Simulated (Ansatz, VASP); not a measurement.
# MgO: VASP beside Ansatz

```xyz
2
Lattice="0.0000 1.8329 1.8329 1.8329 0.0000 1.8329 1.8329 1.8329 0.0000" Properties=species:S:1:pos:R:3 pbc="T T T"
Mg    0.0000    0.0000    0.0000
O     1.8329    1.8329    1.8329
```

Change from the starting cell: volume scaled by 0.64, LAPW.

Alike in both runs: task single point; functional PBE; k mesh 15 × 15 × 15; occupations fermi-dirac, width 0.05 eV; no spin polarisation.

```csv
,VASP,Ansatz
version,VASP 6.6.1,Ansatz 0.2.0
potentials or method,"VASP PAW PBE potentials, release 64 (Mg, O), cutoff 520 eV","all-electron LAPW, scalar-relativistic"
```

```csv
,VASP,Ansatz,Ansatz less VASP
gap on the k mesh at the Fermi level (eV),9.25,9.29,+0.043
pressure (GPa),168.9,166.0,-2.81
```

Both programs put the cell under a high pressure, so it lies far from rest at this level. Ansatz ran all-electron here, and VASP with PAW potentials.

Noted on VASP's run: the cell as given lies far from equilibrium.
